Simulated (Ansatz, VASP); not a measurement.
## One calculation of VH2, two programs

```
V H
1.0
     0.00000    2.16134    2.16134
     2.16134    0.00000    2.16134
     2.16134    2.16134    0.00000
V H
1 2
Cartesian
  0.0000 0.0000 0.0000
  1.0807 1.0807 1.0807
  3.2420 3.2420 3.2420
```

Alike in both runs: task single point; functional r2SCAN; k mesh 16 × 16 × 16; occupations gaussian, width 0.1 eV; no spin polarisation.

```csv
,VASP,Ansatz
version,VASP 6.6.1,Ansatz 0.2.0
potentials or method,"VASP PAW PBE potentials, release 64 (V_sv, H), cutoff 520 eV","scalar-relativistic, plane waves, PAW"
valence electrons in the cell,15,15
```

|  | VASP | Ansatz | Ansatz less VASP |
| --- | --- | --- | --- |
| gap on the k mesh at the Fermi level (eV) | none | none | - |
| pressure (GPa) | -14.3 | -14.6 | -0.26 |

VASP's potentials were made for PBE, not for r2SCAN. A gap of «none» marks a metal or a gap that the smearing closes.
